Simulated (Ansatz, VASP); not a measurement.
## Pt: VASP beside Ansatz

```xyz
1
Lattice="0.0000 1.9474 1.9474 1.9474 0.0000 1.9474 1.9474 1.9474 0.0000" Properties=species:S:1:pos:R:3 pbc="T T T"
Pt    0.0000    0.0000    0.0000
```

Alike in both runs: task single point; functional LDA; k mesh 14 × 14 × 14; occupations fermi-dirac, width 0.03 eV; no spin polarisation.

```csv
,VASP,Ansatz
version,VASP 6.6.1,Ansatz 0.2.0
potentials or method,"VASP PAW LDA potentials, release 64 (Pt), cutoff 520 eV","plane waves (420 eV) with PAW, scalar-relativistic"
valence electrons in the cell,10,18
```

Ansatz gave:

| Item | Value |
| --- | --- |
| pressure (GPa) | -0.4 |

Question: Which values does VASP return?

Answer: Pressure (GPa): 0.3.

Ansatz warns that its potentials were made for another functional, while VASP's fit it. LDA's correlation is that of Perdew and Zunger in VASP and of Perdew and Wang (1992) in Ansatz. VASP's potentials hold 10 valence electrons a cell and Ansatz's 18, so a difference there can come from the potentials and not from the codes.

Spin-orbit coupling is off throughout.
